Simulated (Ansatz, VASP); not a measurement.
One calculation of GePt, two programs

Contents of INCAR:

```
SYSTEM = GePt
ALGO = Normal
EDIFF = 1E-7
EDIFFG = -0.01
ENCUT = 600
GGA = PE
IBRION = 2
ISIF = 3
ISMEAR = 0
LASPH = .TRUE.
LCHARG = .FALSE.
LREAL = .FALSE.
LWAVE = .FALSE.
NELM = 60
NSW = 100
PREC = Accurate
SIGMA = 0.1
```

The input KPOINTS:

```
k-points
0
G
  18 18 18
  0 0 0
```

The input POSCAR:

```
GePt
1.0
    3.1994579022      0.0000000000      0.0000000000
    0.0000000000      3.1994579022      0.0000000000
    0.0000000000      0.0000000000      3.1994579022
Ge Pt
1 1
Direct
    0.0000000000      0.0000000000      0.0000000000
    0.5000000000      0.5000000000      0.5000000000
```

Input for Ansatz:

```yaml
crystal:
  lattice:
    - [3.1994579022, 0.0, 0.0]
    - [0.0, 3.1994579022, 0.0]
    - [0.0, 0.0, 3.1994579022]
  atoms:
    - { symbol: Ge, position: [0.0, 0.0, 0.0] }
    - { symbol: Pt, position: [0.5, 0.5, 0.5] }
basis:
  ecutwfc: 420
kpoints:
  mp_grid: { grid: [18, 18, 18] }
hamiltonian:
  xc: pbe
scf:
  occupations: { method: gaussian, width: 0.1 }
output:
  forces: true
  stress: true
  eigenvalues: true
  write_density: true
  write_potential: true
  elf: true
  volumetric_format: npy
relax:
  adjacent_minimum: "off"
  f_tol: 0.01
  max_steps: 80
  cell: { stress_tol: 0.05 }
```

Alike in both runs: task relaxation of cell and atoms; functional PBE; k mesh 18 × 18 × 18; occupations gaussian, width 0.1 eV; no spin polarisation.

|  | VASP | Ansatz |
| --- | --- | --- |
| version | VASP 6.6.1 | Ansatz 0.2.0 |
| potentials or method | VASP PAW PBE potentials, release 64 (Ge_d, Pt), cutoff 600 eV | scalar-relativistic, plane waves, PAW |
| valence electrons in the cell | 24 | 32 |

|  | VASP | Ansatz | Ansatz less VASP |
| --- | --- | --- | --- |
| gap on the k mesh at the Fermi level, each at its own relaxed structure (eV) | none | none | - |
| relaxed volume (Å³/atom) | 16.25 | 16.24 | -0.006 |
| relaxed length of the cell vector where the two differ most in proportion (Å) | 3.191 | 3.191 | -0.0004 |

A gap of «none» marks a metal or a gap that the smearing closes. VASP's potentials hold 24 valence electrons a cell and Ansatz's 32, so a difference there can come from the potentials and not from the codes.

Spin-orbit coupling is off throughout.
